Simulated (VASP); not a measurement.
# KF (P6_3/mmc) in VASP: notebook

Aim: see how the results for KF move with the level of theory and the settings. Levels: r2SCAN, PBE. Tasks: single point.

All numbers are computed with VASP 6.6.1; they aren't measurements. Logs are shortened: lines on timing, memory, paths and dates and some standing lists are left out, and cuts for length are marked.

**1. The cell of the first run**

It takes space group P6_3/mmc (No. 194, hexagonal). The conventional cell has a = 3.660 Å, b = 3.660 Å, c = 6.479 Å, α = 90.00°, β = 90.00°, γ = 120.00°. K (site symmetry -3m) has 6 F at 2.66 Å and 2 K at 3.24 Å within 3.5 Å. Within 3.5 Å of F (site symmetry -6m2) lie 6 K at 2.66 Å.

**2. Single point, r2SCAN**

Input file POSCAR:

```
KF
1.0
    3.6599347855      0.0000000000      0.0000000000
   -1.8299673927      3.1695965005      0.0000000000
    0.0000000000      0.0000000000      6.4788134942
K F
2 2
Direct
    0.0000000000      0.0000000000      0.0000000000
    0.0000000000      0.0000000000      0.5000000000
    0.3333333333      0.6666666667      0.2500000000
    0.6666666667      0.3333333333      0.7500000000
```

Input file INCAR.step1:

```
PREC = Accurate ; ENCUT = 520
ISMEAR = 0 ; SIGMA = 0.01
LREAL = False ; LASPH = True
NELM = 100 ; NBANDS = 24
GGA = PE ; ALGO = Normal
EDIFF = 1E-4 ; LWAVE = True
LCHARG = False
```

Input file INCAR.step2:

```
PREC = Accurate ; ENCUT = 520
EDIFF = 1E-6 ; ISMEAR = 0
SIGMA = 0.01 ; LREAL = False
LASPH = True ; NELM = 100
ALGO = Normal ; ISIF = 2
LWAVE = False ; LCHARG = False
METAGGA = R2SCAN ; LMIXTAU = True
NBANDS = 24 ; ISTART = 1
```

Input file KPOINTS:

```
Automatic mesh
0
Gamma
  6 6 4
```

Potentials or basis: VASP PAW PBE potentials, release 64 (K_sv, F).

Command:

```console
$ cat potpaw_PBE.64/K_sv/POTCAR potpaw_PBE.64/F/POTCAR > POTCAR
$ cp INCAR.step1 INCAR
$ mpirun -np 1 vasp_std > vasp.out
$ cp INCAR.step2 INCAR
$ mpirun -np 1 vasp_std > vasp.out
```

OUTCAR:

```text
PREC = Accurate
   ENCUT = 520
   EDIFF = 1E-6
   ISMEAR = 0
   LREAL = False
   LASPH = True
   NELM = 100
   ISIF = 2
   METAGGA = R2SCAN
   ISTART = 1

 ion  position               nearest neighbor table
   1  0.000  0.000  0.000-   3 2.66   4 2.66   4 2.66   3 2.66   4 2.66   3 2.66   2 3.24   2 3.24

   2  0.000  0.000  0.500-   3 2.66   4 2.66   4 2.66   3 2.66   4 2.66   3 2.66   1 3.24   1 3.24

   3  0.333  0.667  0.250-   1 2.66   2 2.66   1 2.66   2 2.66   1 2.66   2 2.66
   4  0.667  0.333  0.750-   1 2.66   2 2.66   1 2.66   2 2.66   1 2.66   2 2.66

  LATTYP: Found a hexagonal cell.
 ALAT       =     3.6599347855
 C/A-ratio  =     1.7701991631

  Lattice vectors:

 A1 = (   3.6599347855,   0.0000000000,   0.0000000000)
 A2 = (  -1.8299673927,   3.1695965005,   0.0000000000)
 A3 = (   0.0000000000,   0.0000000000,   6.4788134942)

Analysis of symmetry for initial positions (statically):
=====================================================================
 Subroutine PRICEL returns:
 Original cell was already a primitive cell.

 Routine SETGRP: Setting up the symmetry group for a
 hexagonal supercell.

 Subroutine GETGRP returns: Found 24 space group operations
 (whereof 12 operations were pure point group operations)
 out of a pool of 24 trial point group operations.

The static configuration has the point symmetry D_3d.
 The point group associated with its full space group is D_6h.

Analysis of symmetry for dynamics (positions and initial velocities):
=====================================================================
 Subroutine PRICEL returns:
 Original cell was already a primitive cell.

 Routine SETGRP: Setting up the symmetry group for a
 hexagonal supercell.

 Subroutine GETGRP returns: Found 24 space group operations
 (whereof 12 operations were pure point group operations)
 out of a pool of 24 trial point group operations.

The dynamic configuration has the point symmetry D_3d.
 The point group associated with its full space group is D_6h.

 Subroutine INISYM returns: Found 24 space group operations
 (whereof 12 operations are pure point group operations),
 and found     1 'primitive' translations

----------------------------------------------------------------------------------------

                                     Primitive cell

  volume of cell :      75.1576

  direct lattice vectors                    reciprocal lattice vectors
     3.659934785  0.000000000  0.000000000     0.273228912  0.157748786  0.000000000
    -1.829967393  3.169596500  0.000000000     0.000000000  0.315497572  0.000000000
     0.000000000  0.000000000  6.478813494     0.000000000  0.000000000  0.154349249

  length of vectors
     3.659934785  3.659934786  6.478813494     0.315497572  0.315497572  0.154349249

  position of ions in fractional coordinates (direct lattice)
     0.000000000  0.000000000  0.000000000
     0.000000000  0.000000000  0.500000000
     0.333333333  0.666666667  0.250000000
     0.666666667  0.333333333  0.750000000

  ion indices of the primitive-cell ions
   primitive index   ion index
                 1           1
                 2           2
                 3           3
                 4           4

----------------------------------------------------------------------------------------

 KPOINTS: Automatic mesh

Automatic generation of k-mesh.
 Grid dimensions read from file:
 generate k-points for:    6    6    4

 Generating k-lattice:

  Cartesian coordinates                     Fractional coordinates (reciprocal lattice)
     0.045538152  0.026291464  0.000000000     0.166666667  0.000000000  0.000000000
     0.000000000  0.052582929  0.000000000     0.000000000  0.166666667  0.000000000
     0.000000000  0.000000000  0.038587312     0.000000000  0.000000000  0.250000000

  Length of vectors
     0.052582929  0.052582929  0.038587312

  Shift w.r.t. Gamma in fractional coordinates (k-lattice)
     0.000000000  0.000000000  0.000000000

 Subroutine IBZKPT returns following result:
 ===========================================

 Found     21 irreducible k-points:

 Following reciprocal coordinates:
            Coordinates               Weight
  0.000000  0.000000  0.000000      1.000000
  0.166667  0.000000  0.000000      6.000000
  0.333333  0.000000  0.000000      6.000000
  0.500000  0.000000  0.000000      3.000000
  0.166667  0.166667  0.000000      6.000000
  0.333333  0.166667  0.000000     12.000000
[... 13 lines left out ...]
  0.333333  0.166667  0.500000     12.000000
  0.333333  0.333333  0.500000      2.000000
   k-points           NKPTS =     21   k-points in BZ     NKDIM =     21   number of bands    NBANDS=     24
   number of dos      NEDOS =    301   number of ions     NIONS =      4
   total plane-waves  NPLWV =  37632
   dimension x,y,z NGX =    28 NGY =   28 NGZ =   48
   dimension x,y,z NGXF=    56 NGYF=   56 NGZF=   96
   ions per type =               2   2
   NGX,Y,Z   is equivalent  to a cutoff of  12.72, 12.72, 12.32 a.u.
   NGXF,Y,Z  is equivalent  to a cutoff of  25.44, 25.44, 24.63 a.u.
 SYSTEM =  unknown system
   PREC   = accura    normal or accurate (medium, high low for compatibility)
   ISTART =      1    job   : 0-new  1-cont  2-samecut
   ICHARG =      0    charge: 1-file 2-atom 10-const
   ISPIN  =      1    spin polarized calculation?
   LNONCOLLINEAR =      F non collinear calculations
   LSORBIT =      F    spin-orbit coupling
   LASPH  =      T    aspherical Exc in radial PAW
   ENCUT  =  520.0 eV  38.22 Ry    6.18 a.u.   6.81  6.81 12.05*2*pi/ulx,y,z
   NELM   =    100;   NELMIN=  2; NELMDL=  0     # of ELM steps
   EDIFF  = 0.1E-05   stopping-criterion for ELM
   LREAL  =      F    real-space projection
   EDIFFG = 0.1E-04   stopping-criterion for IOM
   NSW    =      0    number of steps for IOM
   IBRION =     -1    ionic relax: 0-MD 1-quasi-New 2-CG
   NFREE  =      0    steps in history (QN), initial steepest desc. (CG)
   ISIF   =      2    stress and relaxation
   ISYM   =      2    0-nonsym 1-usesym 2-fastsym
   POTIM  = 0.5000    time-step for ionic-motion
   TEBEG  =    0.0;   TEEND  =   0.0 temperature during run
   PSTRESS=    0.0 pullay stress
   NELECT =      32.0000    total number of electrons
   NUPDOWN=      -1.0000    fix difference up-down
   EMIN   =  10.00;   EMAX   =-10.00  energy-range for DOS
   EFERMI =   0.00;   METHOD = LEGACY
   ISMEAR =     0;   SIGMA  =   0.01  broadening in eV -4-tet -1-fermi 0-gaus
   EFERMI_NEDOS =   21; number of points for ismear=-14 and -15
   IALGO  =     38    algorithm
   IMIX   =      4    mixing-type and parameters
     AMIX     =   0.40;   BMIX     =  1.00
     AMIX_MAG =   1.60;   BMIX_MAG =  1.00
  volume/ion in A,a.u.               =      18.79       126.80
  Fermi-wavevector in a.u.,A,eV,Ry     =   1.231593  2.327373 20.637608  1.516821
  Thomas-Fermi vector in A             =   2.366396
   LORBIT       =      0    0 simple, 1 ext, 2 COOP (PROOUT), +10 PAW based schemes
   METAGGA = R2SCAN    functional components
   LHFCALC =     F    Hartree Fock is set to
   AEXX    =    0.0000 exact exchange contribution
   IVDW    =     0    specifies the selected vdW correction
   LEPSILON=     F    determine dielectric tensor
   LRPA    =     F    only Hartree local field effects (RPA)
 non-spin polarized calculation
 Gauss-broadening in eV      SIGMA  =   0.01
  energy-cutoff  :      520.00
  volume of cell :       75.16
 maximum number of plane-waves:      2043
 NGX is ok and might be reduce to    28
   NGX = 13   NGY = 13   NGZ = 25

 number of electron      32.0000001 magnetization

 Free energy of the ion-electron system (eV)
  ---------------------------------------------------
  ext. energy  EPLUGINS =         0.00000000
  ---------------------------------------------------
  free energy    TOTEN  =       -29.79663600 eV

  energy without entropy =      -29.79663600  energy(sigma->0) =      -29.79663600

 E-fermi :  -3.2099     XC(G=0):  -8.9659

 val. band max:       -3.2548453506   @ k =   0.0000   0.0000   0.0000
 cond. band min:       3.6103016229   @ k =   0.0000   0.0000   0.0000
 fundamental gap:      6.8651469735
 Fermi energy:        -3.2099089010

 k-point     1 :       0.0000    0.0000    0.0000
  band No.  band energies     occupation
      1     -30.5651      2.00000
      2     -30.4211      2.00000
      3     -23.1978      2.00000
      4     -23.0870      2.00000
      5     -13.4753      2.00000
      6     -13.0358      2.00000
[... 16 lines left out ...]
     23       8.9623      0.00000
     24       8.9623      0.00000

 k-point     2 :       0.1667    0.0000    0.0000
  band No.  band energies     occupation
      1     -30.5426      2.00000
      2     -30.4060      2.00000
      3     -23.1787      2.00000
      4     -23.1037      2.00000
      5     -13.5208      2.00000
      6     -13.1193      2.00000
[... 16 lines left out ...]
     23       9.2907      0.00000
     24       9.4869      0.00000

 k-point     3 :       0.3333    0.0000    0.0000
  band No.  band energies     occupation
      1     -30.4969      2.00000
      2     -30.3756      2.00000
      3     -23.1573      2.00000
      4     -23.1209      2.00000
      5     -13.6231      2.00000
      6     -13.3308      2.00000
[... 16 lines left out ...]
     23       9.6337      0.00000
     24      10.8734      0.00000

 k-point     4 :       0.5000    0.0000    0.0000
  band No.  band energies     occupation
      1     -30.4738      2.00000
      2     -30.3603      2.00000
      3     -23.1694      2.00000
      4     -23.1070      2.00000
      5     -13.6815      2.00000
      6     -13.4603      2.00000
[... 16 lines left out ...]
     23      10.8932      0.00000
     24      11.3187      0.00000

 k-point     5 :       0.1667    0.1667    0.0000
  band No.  band energies     occupation
      1     -30.5084      2.00000
      2     -30.3833      2.00000
      3     -23.1516      2.00000
      4     -23.1278      2.00000
      5     -13.5896      2.00000
      6     -13.2370      2.00000
[... 16 lines left out ...]
     23       9.4090      0.00000
     24      10.6394      0.00000

 k-point     6 :       0.3333    0.1667    0.0000
  band No.  band energies     occupation
      1     -30.4739      2.00000
      2     -30.3604      2.00000
      3     -23.1546      2.00000
      4     -23.1213      2.00000
      5     -13.6597      2.00000
      6     -13.3894      2.00000
[... 16 lines left out ...]
     23       9.5839      0.00000
     24      11.3498      0.00000
[... 298 lines left out ...]
 k-point    18 :       0.5000    0.0000    0.5000
  band No.  band energies     occupation
      1     -30.4176      2.00000
      2     -30.4176      2.00000
      3     -23.1381      2.00000
      4     -23.1381      2.00000
      5     -13.4265      2.00000
      6     -13.4265      2.00000
[... 16 lines left out ...]
     23      10.5682      0.00000
     24      10.5682      0.00000

 k-point    19 :       0.1667    0.1667    0.5000
  band No.  band energies     occupation
      1     -30.4466      2.00000
      2     -30.4466      2.00000
      3     -23.1386      2.00000
      4     -23.1386      2.00000
      5     -13.2817      2.00000
      6     -13.2817      2.00000
[... 16 lines left out ...]
     23      10.1776      0.00000
     24      10.1776      0.00000

 k-point    20 :       0.3333    0.1667    0.5000
  band No.  band energies     occupation
      1     -30.4177      2.00000
      2     -30.4177      2.00000
      3     -23.1377      2.00000
      4     -23.1377      2.00000
      5     -13.3891      2.00000
      6     -13.3891      2.00000
[... 16 lines left out ...]
     23       9.8765      0.00000
     24       9.8765      0.00000

 k-point    21 :       0.3333    0.3333    0.5000
  band No.  band energies     occupation
      1     -30.4080      2.00000
      2     -30.4080      2.00000
      3     -23.1372      2.00000
      4     -23.1372      2.00000
      5     -13.3932      2.00000
      6     -13.3932      2.00000
[... 16 lines left out ...]
     23       9.4677      0.00000
     24       9.4677      0.00000

------------------------ aborting loop because EDIFF is reached ----------------------------------------

  FORCE on cell =-STRESS in cart. coord.  units (eV):
  Direction    XX          YY          ZZ          XY          YZ          ZX
  --------------------------------------------------------------------------------------
  -------------------------------------------------------------------------------------
  Total       -0.0116590     -0.0116590      0.0024727     -0.0000000      0.0000000      0.0000000
  in kB       -0.2485407     -0.2485407      0.0527124     -0.0000000      0.0000000      0.0000000
  external PRESSURE =      -0.1481230 kB  Pullay stress =       0.0000000 kB

 VOLUME and BASIS-vectors are now :
 -----------------------------------------------------------------------------
  energy-cutoff  :      520.00
  volume of cell :       75.16
      direct lattice vectors                 reciprocal lattice vectors
     3.659934785  0.000000000  0.000000000     0.273228912  0.157748786  0.000000000
    -1.829967393  3.169596500  0.000000000     0.000000000  0.315497572  0.000000000
     0.000000000  0.000000000  6.478813494     0.000000000  0.000000000  0.154349249

 POSITION                                       TOTAL-FORCE (eV/Angst)
 -----------------------------------------------------------------------------------
      0.00000      0.00000      0.00000         0.000000      0.000000      0.000000
      0.00000      0.00000      3.23941         0.000000      0.000000      0.000000
     -0.00000      2.11306      1.61970         0.000000     -0.000000      0.000000
      1.82997      1.05653      4.85911        -0.000000      0.000000     -0.000000
 -----------------------------------------------------------------------------------
    total drift:                                0.000000     -0.000000      0.000000

  FREE ENERGIE OF THE ION-ELECTRON SYSTEM (eV)
  ---------------------------------------------------
  free  energy   TOTEN  =       -29.7966360032 eV

  energy  without entropy=      -29.7966360032  energy(sigma->0) =      -29.79663600
```

It took 4 min on 1 thread of Intel Xeon 8259CL, shared host; peak memory 0.21 GiB.

What came out:

```yaml
Free_energy: -29.7966 eV
Pressure: 0.0 GPa
Band_gap_on_the_k_mesh: 6.87 eV
```

Caveat: the PAW data sets were made with another functional, which shifts forces and pressure a little. A k mesh can miss the band edges.

(Part 1 of 2 ends here.)
